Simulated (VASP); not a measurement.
A run of VASP 6.6.1 is set up as follows.

File INCAR:

```
PREC = Accurate ; ENCUT = 400
EDIFF = 1E-8 ; ISMEAR = -1
SIGMA = 0.05 ; LREAL = F
LASPH = T ; NELM = 120
ALGO = Normal ; ISIF = 2
LWAVE = F ; LCHARG = F
GGA = PE ; LEFG = T
NBANDS = 19 ; GGA_COMPAT = F
```

File KPOINTS:

```
regular mesh
0
Gamma
  10 10 5
```

The input POSCAR:

```
TiTe2
1.0
    3.7770000000      0.0000000000      0.0000000000
   -1.8885000000      3.2709779501      0.0000000000
    0.0000000000      0.0000000000      6.4980000000
Ti Te
1 2
Direct
    0.0000000000      0.0000000000      0.0000000000
    0.6666666667      0.3333333333      0.2628000000
    0.3333333333      0.6666666667      0.7372000000
```

Potentials or basis: VASP PAW PBE potentials, release 64 (Ti_sv, Te).

The run is started by

```bash
$ cat potpaw_PBE.64/Ti_sv/POTCAR potpaw_PBE.64/Te/POTCAR > POTCAR
$ mpirun -np 1 vasp_std > vasp.out
```

Question: Estimate the pressure.

Answer: 0.8 GPa.

Question: Estimate the largest force.

Answer: 0.039 eV/Å.

Question: Estimate the band gap on the k mesh.

Answer: Zero (bands 12 and 13 overlap by 0.60 eV).

Stress tensor (GPa, compression positive):
```
0.48 0.00 0.00
0.00 0.48 0.00
0.00 0.00 1.37
```

Caveat: without QUAD_EFG the Cq values of the log hold for a quadrupole moment of 1 mb, not for the nuclei; spin-orbit coupling is left out, which moves the levels of the heavy elements; this functional lacks dispersion, which binds the layers, so the pressure and a relaxed spacing across them are unreliable.
